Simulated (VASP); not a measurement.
# CaSe (Fm-3m) in VASP: single point with PBE

Aim: the single point of CaSe with PBE.

Everything below comes from runs of VASP 6.6.1. Logs are shortened: lines on timing, memory, paths and dates and some standing lists are left out, and cuts for length are marked.

### 1 The cell of the first run

Symmetry: Fm-3m, No. 225, cubic system. Conventional cell: a = 5.958 Å, b = 5.958 Å, c = 5.958 Å, α = 90.00°, β = 90.00°, γ = 90.00°. Within 3.9 Å of Ca (site symmetry m-3m) lie 6 Se at 2.98 Å. Se (site symmetry m-3m) has 6 Ca at 2.98 Å within 3.9 Å.

### 2 Single point, PBE

The input, INCAR:

```
ALGO = Normal
EDIFF = 1E-6
ENCUT = 520
GGA = PE
ISIF = 2
ISMEAR = 0
LASPH = T
LCHARG = F
LREAL = F
LWAVE = F
NBANDS = 15
NELM = 80
PREC = Accurate
SIGMA = 0.02
```

The input, KPOINTS:

```
k-points
0
Gamma
  8 8 8
```

The input, POSCAR:

```
CaSe
1.0
    0.0000000000      2.9791027203      2.9791027203
    2.9791027203      0.0000000000      2.9791027203
    2.9791027203      2.9791027203      0.0000000000
Ca Se
1 1
Direct
    0.0000000000      0.0000000000      0.0000000000
    0.5000000000      0.5000000000      0.5000000000
```

Potentials or basis: VASP PAW PBE potentials, release 64 (Ca_sv, Se).

Command:

```sh
$ cat potpaw_PBE.64/Ca_sv/POTCAR potpaw_PBE.64/Se/POTCAR > POTCAR
$ mpirun -np 1 vasp_std > vasp.out
```

OUTCAR:

```text
EDIFF = 1E-6
   ENCUT = 520
   GGA = PE
   ISIF = 2
   ISMEAR = 0
   LASPH = T
   LREAL = F
   NELM = 80
   PREC = Accurate

 ion  position               nearest neighbor table
   1  0.000  0.000  0.000-   2 2.98   2 2.98   2 2.98   2 2.98   2 2.98   2 2.98
   2  0.500  0.500  0.500-   1 2.98   1 2.98   1 2.98   1 2.98   1 2.98   1 2.98

  LATTYP: Found a face centered cubic cell.
 ALAT       =     5.9582054406

  Lattice vectors:

 A1 = (   0.0000000000,   2.9791027203,   2.9791027203)
 A2 = (   2.9791027203,   0.0000000000,   2.9791027203)
 A3 = (   2.9791027203,   2.9791027203,   0.0000000000)

Analysis of symmetry for initial positions (statically):
=====================================================================
 Subroutine PRICEL returns:
 Original cell was already a primitive cell.

 Routine SETGRP: Setting up the symmetry group for a
 face centered cubic supercell.

 Subroutine GETGRP returns: Found 48 space group operations
 (whereof 48 operations were pure point group operations)
 out of a pool of 48 trial point group operations.

The static configuration has the point symmetry O_h .

Analysis of symmetry for dynamics (positions and initial velocities):
=====================================================================
 Subroutine PRICEL returns:
 Original cell was already a primitive cell.

 Routine SETGRP: Setting up the symmetry group for a
 face centered cubic supercell.

 Subroutine GETGRP returns: Found 48 space group operations
 (whereof 48 operations were pure point group operations)
 out of a pool of 48 trial point group operations.

The dynamic configuration has the point symmetry O_h .

 Subroutine INISYM returns: Found 48 space group operations
 (whereof 48 operations are pure point group operations),
 and found     1 'primitive' translations

----------------------------------------------------------------------------------------

                                     Primitive cell

  volume of cell :      52.8794

  direct lattice vectors                    reciprocal lattice vectors
     0.000000000  2.979102720  2.979102720    -0.167835770  0.167835770  0.167835770
     2.979102720  0.000000000  2.979102720     0.167835770 -0.167835770  0.167835770
     2.979102720  2.979102720  0.000000000     0.167835770  0.167835770 -0.167835770

  length of vectors
     4.213087471  4.213087471  4.213087471     0.290700082  0.290700082  0.290700082

  position of ions in fractional coordinates (direct lattice)
     0.000000000  0.000000000  0.000000000
     0.500000000  0.500000000  0.500000000

  ion indices of the primitive-cell ions
   primitive index   ion index
                 1           1
                 2           2

----------------------------------------------------------------------------------------

 KPOINTS: k-points

Automatic generation of k-mesh.
 Grid dimensions read from file:
 generate k-points for:    8    8    8

 Generating k-lattice:

  Cartesian coordinates                     Fractional coordinates (reciprocal lattice)
    -0.020979471  0.020979471  0.020979471     0.125000000  0.000000000  0.000000000
     0.020979471 -0.020979471  0.020979471     0.000000000  0.125000000  0.000000000
     0.020979471  0.020979471 -0.020979471     0.000000000  0.000000000  0.125000000

  Length of vectors
     0.036337510  0.036337510  0.036337510

  Shift w.r.t. Gamma in fractional coordinates (k-lattice)
     0.000000000  0.000000000  0.000000000

 Subroutine IBZKPT returns following result:
 ===========================================

 Found     29 irreducible k-points:

 Following reciprocal coordinates:
            Coordinates               Weight
  0.000000  0.000000  0.000000      1.000000
  0.125000  0.000000  0.000000      8.000000
  0.250000  0.000000  0.000000      8.000000
  0.375000  0.000000  0.000000      8.000000
  0.500000  0.000000  0.000000      4.000000
  0.125000  0.125000  0.000000      6.000000
[... 16 lines left out ...]
  0.500000  0.250000  0.125000     48.000000
 -0.375000  0.250000  0.125000     24.000000
 [... further k-points ...]
   k-points           NKPTS =     29   k-points in BZ     NKDIM =     29   number of bands    NBANDS=     15
   number of dos      NEDOS =    301   number of ions     NIONS =      2
   total plane-waves  NPLWV =  32768
   dimension x,y,z NGX =    32 NGY =   32 NGZ =   32
   dimension x,y,z NGXF=    64 NGYF=   64 NGZF=   64
   ions per type =               1   1
   NGX,Y,Z   is equivalent  to a cutoff of  12.63, 12.63, 12.63 a.u.
   NGXF,Y,Z  is equivalent  to a cutoff of  25.25, 25.25, 25.25 a.u.
 SYSTEM =  unknown system
   PREC   = accura    normal or accurate (medium, high low for compatibility)
   ISTART =      0    job   : 0-new  1-cont  2-samecut
   ICHARG =      2    charge: 1-file 2-atom 10-const
   ISPIN  =      1    spin polarized calculation?
   LNONCOLLINEAR =      F non collinear calculations
   LSORBIT =      F    spin-orbit coupling
   LASPH  =      T    aspherical Exc in radial PAW
   ENCUT  =  520.0 eV  38.22 Ry    6.18 a.u.   7.83  7.83  7.83*2*pi/ulx,y,z
   NELM   =     80;   NELMIN=  2; NELMDL= -5     # of ELM steps
   EDIFF  = 0.1E-05   stopping-criterion for ELM
   LREAL  =      F    real-space projection
   EDIFFG = 0.1E-04   stopping-criterion for IOM
   NSW    =      0    number of steps for IOM
   IBRION =     -1    ionic relax: 0-MD 1-quasi-New 2-CG
   NFREE  =      0    steps in history (QN), initial steepest desc. (CG)
   ISIF   =      2    stress and relaxation
   ISYM   =      2    0-nonsym 1-usesym 2-fastsym
   POTIM  = 0.5000    time-step for ionic-motion
   TEBEG  =    0.0;   TEEND  =   0.0 temperature during run
   PSTRESS=    0.0 pullay stress
   NELECT =      16.0000    total number of electrons
   NUPDOWN=      -1.0000    fix difference up-down
   EMIN   =  10.00;   EMAX   =-10.00  energy-range for DOS
   EFERMI =   0.00;   METHOD = LEGACY
   ISMEAR =     0;   SIGMA  =   0.02  broadening in eV -4-tet -1-fermi 0-gaus
   EFERMI_NEDOS =   21; number of points for ismear=-14 and -15
   IALGO  =     38    algorithm
   IMIX   =      4    mixing-type and parameters
     AMIX     =   0.40;   BMIX     =  1.00
     AMIX_MAG =   1.60;   BMIX_MAG =  1.00
  volume/ion in A,a.u.               =      26.44       178.42
  Fermi-wavevector in a.u.,A,eV,Ry     =   1.099055  2.076912 16.434769  1.207921
  Thomas-Fermi vector in A             =   2.235443
   LORBIT       =      0    0 simple, 1 ext, 2 COOP (PROOUT), +10 PAW based schemes
   GGA     = PE    functional components
   LHFCALC =     F    Hartree Fock is set to
   AEXX    =    0.0000 exact exchange contribution
   IVDW    =     0    specifies the selected vdW correction
   LEPSILON=     F    determine dielectric tensor
   LRPA    =     F    only Hartree local field effects (RPA)
 non-spin polarized calculation
 Gauss-broadening in eV      SIGMA  =   0.02
  energy-cutoff  :      520.00
  volume of cell :       52.88
 maximum number of plane-waves:      1436
   NGX = 15   NGY = 15   NGZ = 15

 number of electron      15.9999996 magnetization

 Free energy of the ion-electron system (eV)
  ---------------------------------------------------
  ext. energy  EPLUGINS =         0.00000000
  ---------------------------------------------------
  free energy    TOTEN  =        -9.48584600 eV

  energy without entropy =       -9.48584600  energy(sigma->0) =       -9.48584600

 E-fermi :   2.4067     XC(G=0):  -9.0640

 val. band max:        2.2982876937   @ k =   0.0000   0.0000   0.0000
 cond. band min:       4.3723936338   @ k =   0.5000   0.5000   0.0000
 fundamental gap:      2.0741059401
 Fermi energy:         2.4066876982

 k-point     1 :       0.0000    0.0000    0.0000
  band No.  band energies     occupation
      1     -37.5177      2.00000
      2     -18.5077      2.00000
      3     -18.5077      2.00000
      4     -18.5077      2.00000
      5      -9.4263      2.00000
      6       2.2983      2.00000
      7       2.2983      2.00000
      8       2.2983      2.00000
      9       5.5245      0.00000
     10       6.0106      0.00000
     11       6.0106      0.00000
     12       6.0106      0.00000
     13       6.5583      0.00000
     14       6.5583      0.00000
     15      11.9817      0.00000

 k-point     2 :       0.1250    0.0000    0.0000
  band No.  band energies     occupation
      1     -37.5168      2.00000
      2     -18.5231      2.00000
      3     -18.5087      2.00000
      4     -18.5087      2.00000
      5      -9.3385      2.00000
      6       1.5470      2.00000
      7       2.0691      2.00000
      8       2.0691      2.00000
      9       5.8740      0.00000
     10       6.2160      0.00000
     11       6.2160      0.00000
     12       6.5303      0.00000
     13       6.9490      0.00000
     14       6.9490      0.00000
     15      12.1147      0.00000

 k-point     3 :       0.2500    0.0000    0.0000
  band No.  band energies     occupation
      1     -37.5147      2.00000
      2     -18.5598      2.00000
      3     -18.5113      2.00000
      4     -18.5113      2.00000
      5      -9.1161      2.00000
      6       0.3405      2.00000
      7       1.6259      2.00000
      8       1.6259      2.00000
      9       6.0049      0.00000
     10       6.7180      0.00000
     11       6.7180      0.00000
     12       7.9081      0.00000
     13       7.9081      0.00000
     14       7.9127      0.00000
     15      11.5905      0.00000

 k-point     4 :       0.3750    0.0000    0.0000
  band No.  band energies     occupation
      1     -37.5126      2.00000
      2     -18.5959      2.00000
      3     -18.5138      2.00000
      4     -18.5138      2.00000
      5      -8.8755      2.00000
      6      -0.5680      2.00000
      7       1.2738      2.00000
      8       1.2738      2.00000
      9       6.3731      0.00000
     10       7.3715      0.00000
     11       7.3715      0.00000
     12       8.1970      0.00000
     13       8.9736      0.00000
     14       8.9736      0.00000
     15      11.2188      0.00000
[... 307 lines left out ...]
 k-point    22 :       0.3750    0.2500    0.1250
  band No.  band energies     occupation
      1     -37.5131      2.00000
      2     -18.5653      2.00000
      3     -18.5281      2.00000
      4     -18.5158      2.00000
      5      -9.0018      2.00000
      6       0.0390      2.00000
      7       1.3705      2.00000
      8       1.4265      2.00000
      9       5.7258      0.00000
     10       6.9164      0.00000
     11       7.4234      0.00000
     12       7.4377      0.00000
     13       8.0520      0.00000
     14       9.7612      0.00000
     15      10.7899      0.00000

 k-point    23 :       0.5000    0.2500    0.1250
  band No.  band energies     occupation
      1     -37.5114      2.00000
      2     -18.5835      2.00000
      3     -18.5359      2.00000
      4     -18.5202      2.00000
      5      -8.8460      2.00000
      6      -0.3246      2.00000
      7       0.9066      2.00000
      8       1.1898      2.00000
      9       6.1783      0.00000
     10       7.4461      0.00000
     11       7.7500      0.00000
     12       7.8992      0.00000
     13       8.3615      0.00000
     14       9.9217      0.00000
     15      10.2340      0.00000

 k-point    24 :      -0.3750    0.2500    0.1250
  band No.  band energies     occupation
      1     -37.5107      2.00000
      2     -18.5915      2.00000
      3     -18.5376      2.00000
      4     -18.5231      2.00000
      5      -8.7793      2.00000
      6      -0.4613      2.00000
      7       0.7177      2.00000
      8       1.1021      2.00000
      9       6.7475      0.00000
     10       7.0276      0.00000
     11       7.9600      0.00000
     12       8.2184      0.00000
     13       8.5587      0.00000
     14       9.4428      0.00000
     15      10.7578      0.00000

 [... further k-points ...]

------------------------ aborting loop because EDIFF is reached ----------------------------------------

  FORCE on cell =-STRESS in cart. coord.  units (eV):
  Direction    XX          YY          ZZ          XY          YZ          ZX
  --------------------------------------------------------------------------------------
  -------------------------------------------------------------------------------------
  Total        0.0527477      0.0527477      0.0527477     -0.0000000      0.0000000      0.0000000
  in kB        1.5981865      1.5981865      1.5981865     -0.0000000      0.0000000      0.0000000
  external PRESSURE =       1.5981865 kB  Pullay stress =       0.0000000 kB

 VOLUME and BASIS-vectors are now :
 -----------------------------------------------------------------------------
  energy-cutoff  :      520.00
  volume of cell :       52.88
      direct lattice vectors                 reciprocal lattice vectors
     0.000000000  2.979102720  2.979102720    -0.167835770  0.167835770  0.167835770
     2.979102720  0.000000000  2.979102720     0.167835770 -0.167835770  0.167835770
     2.979102720  2.979102720  0.000000000     0.167835770  0.167835770 -0.167835770

 POSITION                                       TOTAL-FORCE (eV/Angst)
 -----------------------------------------------------------------------------------
      0.00000      0.00000      0.00000         0.000000     -0.000000      0.000000
      2.97910      2.97910      2.97910        -0.000000      0.000000     -0.000000
 -----------------------------------------------------------------------------------
    total drift:                                0.000000     -0.000000     -0.000000

  FREE ENERGIE OF THE ION-ELECTRON SYSTEM (eV)
  ---------------------------------------------------
  free  energy   TOTEN  =        -9.4858459953 eV

  energy  without entropy=       -9.4858459953  energy(sigma->0) =       -9.48584600
```

Wall time 32 s (1 thread of Intel Xeon 6975P-C, shared host); peak memory 0.18 GiB.

Results:

| Quantity | Value |
| --- | --- |
| Free energy | -9.4858 eV |
| Pressure | 0.2 GPa |
| Band gap on the k mesh | 2.07 eV, indirect (least direct gap 2.99 eV) |

A k mesh can miss the band edges.
